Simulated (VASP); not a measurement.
# Ir: single point with PBE

The system is Ir, a wire with vacuum.

```xyz
7
Lattice="12.9000 0.0000 0.0000 0.0000 13.2000 0.0000 0.0000 0.0000 3.8707" Properties=species:S:1:pos:R:3 pbc="T T T"
Ir    4.5147    6.6000    0.0000
Ir    8.3853    6.6000    0.0000
Ir    8.3853    4.6647    1.9353
Ir    8.3853    8.5353    1.9353
Ir    6.4500    6.6000    1.9353
Ir    6.4500    4.6647    0.0000
Ir    6.4500    8.5353    0.0000
```

| Quantity | Value |
| --- | --- |
| Program | VASP 6.6.1 |
| Task | single point |
| Functional | PBE |
| Potentials or basis | VASP PAW PBE potentials, release 64 (Ir) |
| Cutoff | 520 eV |
| k mesh | 1 × 1 × 14 |
| Occupations | gaussian, width 0.05 eV |
| Spin | no spin polarisation |

```
Largest force : 3.041 eV/Å
```

Forces on the atoms (eV/Å):
```
Ir   3.041  0.000  0.000
Ir  -1.555  0.000  0.000
Ir  -1.775  1.786  0.000
Ir  -1.775 -1.786  0.000
Ir  -0.807  0.000  0.000
Ir   1.436  2.552  0.000
Ir   1.436 -2.552  0.000
```

Levels at points of the mesh, in eV from the Fermi level:
```tsv
k point	band 28	band 29	band 30	band 31	band 32	band 33	band 34	band 35
(0.00, 0.00, 0.00)	-0.32	-0.14	-0.01	0.10	0.21	0.24	0.28	0.34
(0.00, 0.00, 0.50)	-0.49	-0.32	-0.18	-0.15	-0.14	-0.02	0.14	0.24
```

It took 11 min on 1 thread of Intel Xeon 6975P-C, with other jobs on the host, peak memory 0.67 GiB.

Caveat: spin-orbit coupling is left out, which moves the levels of the heavy elements.
